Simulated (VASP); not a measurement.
# Mg2Ga2O3 (P-3m1) in VASP: a series of runs

The runs below take Mg2Ga2O3 through single point, with PBE.

Program: VASP 6.6.1. These are calculated values, not measurements. Logs are shortened: lines on timing, memory, paths and dates and some standing lists are left out, and cuts for length are marked.

## (1) The cell of the first run

The structure is trigonal, space group P-3m1 (No. 164). The conventional cell has a = 3.208 Å, b = 3.208 Å, c = 9.780 Å, α = 90.00°, β = 90.00°, γ = 120.00°. Within 2.8 Å of Mg (site symmetry 3m) lie 6 O at 2.13 to 2.21 Å. Within 2.5 Å of Ga (site symmetry 3m) lie 1 O at 1.80 Å and 3 Ga at 2.48 Å. Within 2.4 Å of O (site symmetry 3m) lie 1 Ga at 1.80 Å and 3 Mg at 2.13 Å. Within 3.0 Å of O (site symmetry -3m) lie 6 Mg at 2.21 Å and 6 O at 2.92 Å.

The cell was generated, and may not be a known phase.

## (2) Single point, PBE

INCAR

```
  ALGO = Normal
  EDIFF = 1E-6
  ENCUT = 520
  GGA = PE
  ISIF = 2
  ISMEAR = 0
  LASPH = True
  LCHARG = True
  LELF = True
  LREAL = False
  LVHAR = True
  LWAVE = False
  NBANDS = 33
  NELM = 80
  PREC = Accurate
  SIGMA = 0.15
```

KPOINTS

```
k-points
0
Gamma
  4 4 2
```

POSCAR

```
Mg2Ga2O3
1.0
    3.2079249369      0.0000000028      0.0000000000
   -1.6039624709      2.7781444874      0.0000000000
    0.0000000000      0.0000000000      9.7803651006
Mg Ga O
2 2 3
Direct
    0.6666666667      0.3333333333      0.8758848091
    0.3333333333      0.6666666667      0.1241151909
    0.3333333333      0.6666666667      0.5842074659
    0.6666666667      0.3333333333      0.4157925341
    0.3333333333      0.6666666667      0.7686205438
    0.6666666667      0.3333333333      0.2313794562
    0.0000000000      0.0000000000      0.0000000000
```

Potentials or basis: VASP PAW PBE potentials, release 64 (Mg, Ga_d, O).

Run with:

```console
> cat potpaw_PBE.64/Mg/POTCAR potpaw_PBE.64/Ga_d/POTCAR potpaw_PBE.64/O/POTCAR > POTCAR
> mpirun -np 1 vasp_std > vasp.out
```

OUTCAR:

```text
EDIFF = 1E-6
   ENCUT = 520
   GGA = PE
   ISIF = 2
   ISMEAR = 0
   LASPH = True
   LREAL = False
   NELM = 80
   PREC = Accurate

 ion  position               nearest neighbor table
   1  0.667  0.333  0.876-   5 2.13   5 2.13   5 2.13   7 2.21   7 2.21   7 2.21   2 3.05   2 3.05
                             2 3.05
   2  0.333  0.667  0.124-   6 2.13   6 2.13   6 2.13   7 2.21   7 2.21   7 2.21   1 3.05   1 3.05
                             1 3.05
   3  0.333  0.667  0.584-   5 1.80   4 2.48   4 2.48   4 2.48
   4  0.667  0.333  0.416-   6 1.80   3 2.48   3 2.48   3 2.48
   5  0.333  0.667  0.769-   3 1.80   1 2.13   1 2.13   1 2.13
   6  0.667  0.333  0.231-   4 1.80   2 2.13   2 2.13   2 2.13
   7  0.000  0.000  0.000-   1 2.21   2 2.21   1 2.21   2 2.21   1 2.21   2 2.21

  LATTYP: Found a hexagonal cell.
 ALAT       =     3.2079249369
 C/A-ratio  =     3.0488135767

  Lattice vectors:

 A1 = (   3.2079249369,   0.0000000028,   0.0000000000)
 A2 = (  -1.6039624709,   2.7781444874,   0.0000000000)
 A3 = (   0.0000000000,   0.0000000000,   9.7803651006)

Analysis of symmetry for initial positions (statically):
=====================================================================
 Subroutine PRICEL returns:
 Original cell was already a primitive cell.

 Routine SETGRP: Setting up the symmetry group for a
 hexagonal supercell.

 Subroutine GETGRP returns: Found 12 space group operations
 (whereof 12 operations were pure point group operations)
 out of a pool of 24 trial point group operations.

The static configuration has the point symmetry D_3d.

Analysis of symmetry for dynamics (positions and initial velocities):
=====================================================================
 Subroutine PRICEL returns:
 Original cell was already a primitive cell.

 Routine SETGRP: Setting up the symmetry group for a
 hexagonal supercell.

 Subroutine GETGRP returns: Found 12 space group operations
 (whereof 12 operations were pure point group operations)
 out of a pool of 24 trial point group operations.

The dynamic configuration has the point symmetry D_3d.

 Subroutine INISYM returns: Found 12 space group operations
 (whereof 12 operations are pure point group operations),
 and found     1 'primitive' translations

----------------------------------------------------------------------------------------

                                     Primitive cell

  volume of cell :      87.1634

  direct lattice vectors                    reciprocal lattice vectors
     3.207924937  0.000000003  0.000000000     0.311727992  0.179976241  0.000000000
    -1.603962471  2.778144487  0.000000000    -0.000000000  0.359952481  0.000000000
     0.000000000  0.000000000  9.780365101     0.000000000  0.000000000  0.102245672

  length of vectors
     3.207924937  3.207924937  9.780365101     0.359952481  0.359952481  0.102245672

  position of ions in fractional coordinates (direct lattice)
     0.666666667  0.333333333  0.875884809
     0.333333333  0.666666667  0.124115191
     0.333333333  0.666666667  0.584207466
     0.666666667  0.333333333  0.415792534
     0.333333333  0.666666667  0.768620544
     0.666666667  0.333333333  0.231379456
     0.000000000  0.000000000  0.000000000

  ion indices of the primitive-cell ions
   primitive index   ion index
                 1           1
                 2           2
                 3           3
                 4           4
                 5           5
                 6           6
                 7           7

----------------------------------------------------------------------------------------

 KPOINTS: k-points

Automatic generation of k-mesh.
 Grid dimensions read from file:
 generate k-points for:    4    4    2

 Generating k-lattice:

  Cartesian coordinates                     Fractional coordinates (reciprocal lattice)
     0.077931998  0.044994060  0.000000000     0.250000000  0.000000000  0.000000000
    -0.000000000  0.089988120  0.000000000     0.000000000  0.250000000  0.000000000
     0.000000000  0.000000000  0.051122836     0.000000000  0.000000000  0.500000000

  Length of vectors
     0.089988120  0.089988120  0.051122836

  Shift w.r.t. Gamma in fractional coordinates (k-lattice)
     0.000000000  0.000000000  0.000000000

 Subroutine IBZKPT returns following result:
 ===========================================

 Found      8 irreducible k-points:

 Following reciprocal coordinates:
            Coordinates               Weight
  0.000000  0.000000  0.000000      1.000000
  0.250000  0.000000  0.000000      6.000000
  0.500000  0.000000  0.000000      3.000000
  0.250000  0.250000  0.000000      6.000000
  0.000000  0.000000  0.500000      1.000000
  0.250000  0.000000  0.500000      6.000000
  0.500000  0.000000  0.500000      3.000000
  0.250000  0.250000  0.500000      6.000000
   k-points           NKPTS =      8   k-points in BZ     NKDIM =      8   number of bands    NBANDS=     33
   number of dos      NEDOS =    301   number of ions     NIONS =      7
   total plane-waves  NPLWV =  46080
   dimension x,y,z NGX =    24 NGY =   24 NGZ =   80
   dimension x,y,z NGXF=    48 NGYF=   48 NGZF=  160
   ions per type =               2   2   3
   NGX,Y,Z   is equivalent  to a cutoff of  12.44, 12.44, 13.60 a.u.
   NGXF,Y,Z  is equivalent  to a cutoff of  24.88, 24.88, 27.20 a.u.
 SYSTEM =  unknown system
   PREC   = accura    normal or accurate (medium, high low for compatibility)
   ISTART =      0    job   : 0-new  1-cont  2-samecut
   ICHARG =      2    charge: 1-file 2-atom 10-const
   ISPIN  =      1    spin polarized calculation?
   LNONCOLLINEAR =      F non collinear calculations
   LSORBIT =      F    spin-orbit coupling
   LASPH  =      T    aspherical Exc in radial PAW
   ENCUT  =  520.0 eV  38.22 Ry    6.18 a.u.   5.96  5.96 18.18*2*pi/ulx,y,z
   NELM   =     80;   NELMIN=  2; NELMDL= -5     # of ELM steps
   EDIFF  = 0.1E-05   stopping-criterion for ELM
   LREAL  =      F    real-space projection
[... 7 lines left out ...]
   TEBEG  =    0.0;   TEEND  =   0.0 temperature during run
   PSTRESS=    0.0 pullay stress
   NELECT =      48.0000    total number of electrons
   NUPDOWN=      -1.0000    fix difference up-down
   EMIN   =  10.00;   EMAX   =-10.00  energy-range for DOS
   EFERMI =   0.00;   METHOD = LEGACY
   ISMEAR =     0;   SIGMA  =   0.15  broadening in eV -4-tet -1-fermi 0-gaus
   EFERMI_NEDOS =   21; number of points for ismear=-14 and -15
   IALGO  =     38    algorithm
   IMIX   =      4    mixing-type and parameters
     AMIX     =   0.40;   BMIX     =  1.00
     AMIX_MAG =   1.60;   BMIX_MAG =  1.00
  volume/ion in A,a.u.               =      12.45        84.03
  Fermi-wavevector in a.u.,A,eV,Ry     =   1.341870  2.535767 24.498867  1.800616
  Thomas-Fermi vector in A             =   2.470069
   LORBIT       =      0    0 simple, 1 ext, 2 COOP (PROOUT), +10 PAW based schemes
   GGA     = PE    functional components
   LHFCALC =     F    Hartree Fock is set to
   AEXX    =    0.0000 exact exchange contribution
   IVDW    =     0    specifies the selected vdW correction
   LEPSILON=     F    determine dielectric tensor
   LRPA    =     F    only Hartree local field effects (RPA)
 non-spin polarized calculation
 Gauss-broadening in eV      SIGMA  =   0.15
  energy-cutoff  :      520.00
  volume of cell :       87.16
 maximum number of plane-waves:      2366
 NGX is ok and might be reduce to    24
   NGX = 11   NGY = 11   NGZ = 37

 number of electron      47.9999987 magnetization

 Free energy of the ion-electron system (eV)
  ---------------------------------------------------
  ext. energy  EPLUGINS =         0.00000000
  ---------------------------------------------------
  free energy    TOTEN  =       -36.24761707 eV

  energy without entropy =      -36.24252771  energy(sigma->0) =      -36.24507239

 E-fermi :   4.9195     XC(G=0): -10.6771

 val. band max:        4.8293120932   @ k =   0.0000   0.0000   0.0000
 cond. band min:       5.1364244679   @ k =   0.2500   0.0000   0.0000
 fundamental gap:      0.3071123746
 Fermi energy:         4.9195167595

 k-point     1 :       0.0000    0.0000    0.0000
  band No.  band energies     occupation
      1     -14.5420      2.00000
      2     -14.4233      2.00000
      3     -12.8232      2.00000
      4     -10.7366      2.00000
      5     -10.7366      2.00000
      6     -10.6284      2.00000
[... 25 lines left out ...]
     32      14.1318      0.00000
     33      15.3995      0.00000

 k-point     2 :       0.2500    0.0000    0.0000
  band No.  band energies     occupation
      1     -14.3116      2.00000
      2     -14.2431      2.00000
      3     -12.6259      2.00000
      4     -10.7138      2.00000
      5     -10.7075      2.00000
      6     -10.6620      2.00000
[... 25 lines left out ...]
     32      14.2727      0.00000
     33      14.5706      0.00000

 k-point     3 :       0.5000    0.0000    0.0000
  band No.  band energies     occupation
      1     -14.0674      2.00000
      2     -14.0607      2.00000
      3     -12.4052      2.00000
      4     -10.7125      2.00000
      5     -10.6865      2.00000
      6     -10.6121      2.00000
[... 25 lines left out ...]
     32      13.8058      0.00000
     33      14.1184      0.00000

 k-point     4 :       0.2500    0.2500    0.0000
  band No.  band energies     occupation
      1     -14.0758      2.00000
      2     -14.0579      2.00000
      3     -12.4039      2.00000
      4     -10.7135      2.00000
      5     -10.6295      2.00000
      6     -10.6235      2.00000
[... 25 lines left out ...]
     32      13.9997      0.00000
     33      14.0802      0.00000

 k-point     5 :       0.0000    0.0000    0.5000
  band No.  band energies     occupation
      1     -14.5146      2.00000
      2     -14.4537      2.00000
      3     -12.8204      2.00000
      4     -10.7366      2.00000
      5     -10.7366      2.00000
      6     -10.6284      2.00000
[... 25 lines left out ...]
     32      14.1185      0.00000
     33      15.6010      0.00000

 k-point     6 :       0.2500    0.0000    0.5000
  band No.  band energies     occupation
      1     -14.2925      2.00000
      2     -14.2634      2.00000
      3     -12.6252      2.00000
      4     -10.7134      2.00000
      5     -10.7075      2.00000
      6     -10.6619      2.00000
[... 25 lines left out ...]
     32      14.1643      0.00000
     33      14.9487      0.00000

 k-point     7 :       0.5000    0.0000    0.5000
  band No.  band energies     occupation
      1     -14.0686      2.00000
      2     -14.0593      2.00000
      3     -12.4051      2.00000
      4     -10.7128      2.00000
      5     -10.6865      2.00000
      6     -10.6124      2.00000
[... 25 lines left out ...]
     32      13.8244      0.00000
     33      13.9152      0.00000

 k-point     8 :       0.2500    0.2500    0.5000
  band No.  band energies     occupation
      1     -14.0680      2.00000
      2     -14.0659      2.00000
      3     -12.4040      2.00000
      4     -10.7135      2.00000
      5     -10.6294      2.00000
      6     -10.6236      2.00000
[... 25 lines left out ...]
     32      14.2128      0.00000
     33      14.6416      0.00000

------------------------ aborting loop because EDIFF is reached ----------------------------------------

  FORCE on cell =-STRESS in cart. coord.  units (eV):
  Direction    XX          YY          ZZ          XY          YZ          ZX
  --------------------------------------------------------------------------------------
  -------------------------------------------------------------------------------------
  Total       -0.2357197     -0.2357197      0.0371793      0.0000000      0.0000000      0.0000000
  in kB       -4.3328379     -4.3328379      0.6834036      0.0000000      0.0000000      0.0000000
  external PRESSURE =      -2.6607574 kB  Pullay stress =       0.0000000 kB

 VOLUME and BASIS-vectors are now :
 -----------------------------------------------------------------------------
  energy-cutoff  :      520.00
  volume of cell :       87.16
      direct lattice vectors                 reciprocal lattice vectors
     3.207924937  0.000000003  0.000000000     0.311727992  0.179976241  0.000000000
    -1.603962471  2.778144487  0.000000000    -0.000000000  0.359952481  0.000000000
     0.000000000  0.000000000  9.780365101     0.000000000  0.000000000  0.102245672

 POSITION                                       TOTAL-FORCE (eV/Angst)
 -----------------------------------------------------------------------------------
      1.60396      0.92605      8.56647        -0.000000     -0.000000      0.006372
     -0.00000      1.85210      1.21389         0.000000      0.000000     -0.006372
     -0.00000      1.85210      5.71376        -0.000000     -0.000000     -0.012229
      1.60396      0.92605      4.06660         0.000000      0.000000      0.012229
     -0.00000      1.85210      7.51739         0.000000     -0.000000      0.060281
      1.60396      0.92605      2.26298         0.000000     -0.000000     -0.060281
      0.00000      0.00000      0.00000        -0.000000      0.000000      0.000000
 -----------------------------------------------------------------------------------
    total drift:                                0.000000     -0.000000      0.000000

  FREE ENERGIE OF THE ION-ELECTRON SYSTEM (eV)
  ---------------------------------------------------
  free  energy   TOTEN  =       -36.2476170708 eV

  energy  without entropy=      -36.2425277073  energy(sigma->0) =      -36.24507239
```

It took 18 s on 1 thread of AMD EPYC 9R45 (Zen 5), shared host; peak memory 0.17 GiB.

Results:

```yaml
Free_energy: -36.2476 eV
Pressure: -0.3 GPa
Largest_force: 0.060 eV/Å
Band_gap_on_the_k_mesh: zero (bands 24 and 25 overlap by 0.95 eV)
```

Forces in eV/Å, atoms in the order of the input:
```
Mg   0.000  0.000  0.006
Mg   0.000  0.000 -0.006
Ga   0.000  0.000 -0.012
Ga   0.000  0.000  0.012
O    0.000  0.000  0.060
O    0.000  0.000 -0.060
O    0.000  0.000  0.000
```

Caveat: the k points lie up to 0.57 Å⁻¹ apart, too coarse for converged energies and pressures of a metal.

## (3) Single point, PBE

This run uses another cell than the first one, of 12.38 Å³/atom.

INCAR

```
SYSTEM = Mg2Ga2O3
PREC = Accurate
ENCUT = 520
EDIFF = 1E-6
ISMEAR = 0
SIGMA = 0.1
LREAL = .False.
LASPH = .True.
NELM = 100
ALGO = Normal
ISIF = 2
LWAVE = .False.
LCHARG = .False.
GGA = PE
NBANDS = 33
```

KPOINTS

```
Automatic mesh
0
Gamma
  12 12 4
  0 0 0
```

POSCAR

```
Mg2Ga2O3
1.0
    3.1500219430      0.0000000000      0.0000000000
   -1.5750109715      2.7279990252      0.0000000000
    0.0000000000      0.0000000000     10.0833785591
Mg Ga O
2 2 3
Direct
    0.6666666667      0.3333333333      0.8790307139
    0.3333333333      0.6666666667      0.1209692861
    0.3333333333      0.6666666667      0.5932890651
    0.6666666667      0.3333333333      0.4067109349
    0.3333333333      0.6666666667      0.7729845916
    0.6666666667      0.3333333333      0.2270154084
    0.0000000000      0.0000000000      0.0000000000
```

Potentials or basis: VASP PAW PBE potentials, release 64 (Mg, Ga_d, O).

Run with:

```console
> cat potpaw_PBE.64/Mg/POTCAR potpaw_PBE.64/Ga_d/POTCAR potpaw_PBE.64/O/POTCAR > POTCAR
> mpirun -np 1 vasp_std > vasp.out
```

Wall time 99 s (1 thread of AMD EPYC 9R45 (Zen 5), shared host); peak memory 0.29 GiB.

The run converged. Its results:

* Free energy: -36.3935 eV
* Pressure: -0.3 GPa
* Largest force: 0.058 eV/Å
* Band gap on the k mesh: zero (bands 24 and 25 overlap by 1.75 eV)

Forces in eV/Å, atoms in the order of the input:
```
Mg   0.000  0.000  0.005
Mg   0.000  0.000 -0.005
Ga   0.000  0.000 -0.018
Ga   0.000  0.000  0.018
O    0.000  0.000  0.058
O    0.000  0.000 -0.058
O    0.000  0.000  0.000
```

Stress tensor (GPa, compression positive):
```
-0.41  0.00  0.00
 0.00 -0.41  0.00
 0.00  0.00  0.01
```

Levels at points of the mesh, in eV from the Fermi level:
```csv
k point,band 21,band 22,band 23,band 24,band 25,band 26,band 27,band 28
"(0.00, 0.00, 0.00)",-2.38,-1.63,-1.63,-0.25,2.72,5.16,6.58,7.83
"(0.50, 0.00, 0.00)",-3.04,-2.84,-2.16,-2.14,1.74,2.06,3.95,6.46
"(0.00, 0.00, 0.50)",-2.36,-1.63,-1.63,-1.06,3.69,4.30,6.60,7.84
"(0.50, 0.00, 0.50)",-3.00,-2.88,-2.21,-2.12,1.62,2.26,3.95,6.52
```

## (4) Single point, PBE

This run uses another cell than the first one, of 12.38 Å³/atom.

INCAR

```
ALGO = Normal
EDIFF = 1E-6
ENCUT = 520
GGA = PE
ISIF = 2
ISMEAR = 0
LASPH = True
LCHARG = False
LREAL = False
LWAVE = False
NBANDS = 33
NELM = 80
PREC = Accurate
SIGMA = 0.1
```

KPOINTS

```
k-points
0
Gamma
  12 12 4
```

POSCAR

```
Mg2Ga2O3
1.0
    3.1499525752      0.0000000000      0.0000000000
   -1.5749762876      2.7279389508      0.0000000000
    0.0000000000      0.0000000000     10.0829224636
Mg Ga O
2 2 3
Direct
    0.6666666667      0.3333333333      0.3790180699
    0.3333333333      0.6666666667      0.6209819301
    0.3333333333      0.6666666667      0.0932766329
    0.6666666667      0.3333333333      0.9067233671
    0.3333333333      0.6666666667      0.2729566199
    0.6666666667      0.3333333333      0.7270433801
    0.0000000000      0.0000000000      0.5000000000
```

Run with:

```console
> cat potpaw_PBE.64/Mg/POTCAR potpaw_PBE.64/Ga_d/POTCAR potpaw_PBE.64/O/POTCAR > POTCAR
> mpirun -np 1 vasp_std > vasp.out
```

It took 98 s on 1 thread of AMD EPYC 9R45 (Zen 5), shared host; peak memory 0.29 GiB.

The run converged. Its results:

* Free energy: -36.3935 eV
* Pressure: -0.3 GPa
* Largest force: 0.064 eV/Å
* Band gap on the k mesh: zero (bands 24 and 25 overlap by 1.75 eV)

Forces on the atoms (eV/Å):
```
Mg   0.000  0.000  0.005
Mg   0.000  0.000 -0.005
Ga   0.000  0.000 -0.020
Ga   0.000  0.000  0.020
O    0.000  0.000  0.064
O    0.000  0.000 -0.064
O    0.000  0.000  0.000
```

Stress tensor (GPa, compression positive):
```
-0.40  0.00  0.00
 0.00 -0.40  0.00
 0.00  0.00  0.04
```

Levels at points of the mesh, in eV from the Fermi level:
```
           k point  band 22  band 23  band 24  band 25  band 26  band 27
(0.00, 0.00, 0.00)    -1.63    -1.63    -0.25     2.72     5.16     6.58
(0.50, 0.00, 0.00)    -2.84    -2.17    -2.14     1.74     2.06     3.95
(0.00, 0.00, 0.50)    -1.64    -1.64    -1.06     3.69     4.30     6.60
(0.50, 0.00, 0.50)    -2.89    -2.21    -2.13     1.62     2.26     3.94
```

The gap in the log of VASP goes by the Fermi energy; the results here count the filled bands.